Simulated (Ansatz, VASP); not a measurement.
## Two plane-wave programs on Pt

```
Pt
1.0
     0.00000    2.02180    2.02180
     2.02180    0.00000    2.02180
     2.02180    2.02180    0.00000
Pt
1
Direct
  0.00000 0.00000 0.00000
```

Alike in both runs: task single point; functional LDA; k mesh 22 × 22 × 22; occupations gaussian, width 0.15 eV; no spin polarisation.

```csv
,VASP,Ansatz
version,VASP 6.6.1,Ansatz 0.2.0
potentials or method,"VASP PAW LDA potentials, release 64 (Pt), cutoff 520 eV","scalar-relativistic, plane waves, PAW"
valence electrons in the cell,10,18
```

```csv
,VASP,Ansatz,Ansatz less VASP
gap on the k mesh at the Fermi level (eV),none,none,-
pressure (GPa),-25.1,-25.6,-0.47
```

LDA's correlation is that of Perdew and Zunger in VASP and of Perdew and Wang (1992) in Ansatz. A gap of «none» marks a metal or a gap that the smearing closes. VASP's potentials hold 10 valence electrons a cell and Ansatz's 18, so a difference there can come from the potentials and not from the codes.

Spin-orbit coupling is off throughout.
